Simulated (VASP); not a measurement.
BN: single point with PBE+D3(BJ)

The system is BN, a slab with vacuum.

```
B N
1.0
     2.50876    0.00000    0.00000
    -1.25438    2.17265    0.00000
     0.00000    0.00000   17.50000
B N
2 2
Direct
  0.00000 0.00000 0.25714
  0.00000 0.00000 0.46414
  0.66667 0.33333 0.25713
  0.66667 0.33333 0.46416
```

| Item | Value |
| --- | --- |
| Program | VASP 6.6.1 |
| Task | single point |
| Functional | PBE |
| Dispersion | D3(BJ) |
| Potentials or basis | VASP PAW PBE potentials, release 64 (B, N) |
| Cutoff | 520 eV |
| k mesh | 12 × 12 × 1 |
| Occupations | gaussian, width 0.05 eV |
| Spin | no spin polarisation |

| Item | Value |
| --- | --- |
| Band gap on the k mesh | 4.15 eV |
| Dispersion energy per atom | -0.100 eV |

Levels at points of the mesh, in eV from the valence-band top:
```
           k point  band 6  band 7  band 8  band 9  band 10  band 11
(0.00, 0.00, 0.00)   -1.50   -1.49   -1.49    4.56     5.16     5.97
(0.50, 0.00, 0.00)   -4.27   -1.25   -0.86    4.20     5.07     9.33
```

Run time: 67 s on 1 thread of Intel Xeon 8259CL, on a shared host, peak memory 0.23 GiB.
